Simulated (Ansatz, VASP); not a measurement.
# One calculation of NaF, two programs

INCAR

```
PREC = Accurate
ENCUT = 520
EDIFF = 1E-6
ISMEAR = 0
SIGMA = 0.05
LREAL = F
LASPH = T
NELM = 100
ALGO = Normal
ISIF = 2
LWAVE = F
LCHARG = T
GGA = CA
LELF = T
LVHAR = T
NBANDS = 14
```

The input KPOINTS:

```
Automatic mesh
0
Gamma
  8 8 8
```

File POSCAR:

```
NaF
1.0
    0.0000000000      2.2071350000      2.2652175000
    2.2071350000      0.0000000000      2.2652175000
    2.2071350000      2.2071350000      0.0000000000
Na F
1 1
Direct
    0.0000000000      0.0000000000      0.0000000000
    0.5000000000      0.5000000000      0.5000000000
```

Input for Ansatz:

```yaml
crystal:
  lattice:
    - [0.0, 2.207135, 2.2652175]
    - [2.207135, 0.0, 2.2652175]
    - [2.207135, 2.207135, 0.0]
  atoms:
    - { symbol: Na, position: [0.0, 0.0, 0.0] }
    - { symbol: F, position: [0.5, 0.5, 0.5] }
basis:
  ecutwfc: 420
kpoints:
  mp_grid: { grid: [8, 8, 8] }
hamiltonian:
  xc: lda
scf:
  occupations: { method: gaussian, width: 0.05 }
output:
  forces: true
  stress: true
  eigenvalues: true
```

Change from the starting cell: strain -0.050 along x and y, -0.025 along z, atoms carried along.

Alike in both runs: task single point; functional LDA; k mesh 8 × 8 × 8; occupations gaussian, width 0.05 eV; no spin polarisation.

|  | VASP | Ansatz |
| --- | --- | --- |
| version | VASP 6.6.1 | Ansatz 0.2.0 |
| potentials or method | VASP PAW LDA potentials, release 64 (Na_pv, F), cutoff 520 eV | scalar-relativistic, plane waves, PAW |
| valence electrons in the cell | 14 | 16 |

VASP gave:

| Property | Result |
| --- | --- |
| gap on the k mesh at the Fermi level (eV) | 6.63 |
| least direct gap on the mesh (eV) | 6.63 |
| pressure (GPa) | 2.4 |
| traceless stress, the component that is largest in VASP (GPa) | -2.22 |

Task: What did Ansatz give for the same quantities?

Result: gap on the k mesh at the Fermi level (eV): 6.66; least direct gap on the mesh (eV): 6.66; pressure (GPa): 2.3; traceless stress, the component that is largest in VASP (GPa): -2.15.

LDA's correlation is that of Perdew and Zunger in VASP and of Perdew and Wang (1992) in Ansatz. VASP's potentials hold 14 valence electrons a cell and Ansatz's 16, so a difference there can come from the potentials and not from the codes.
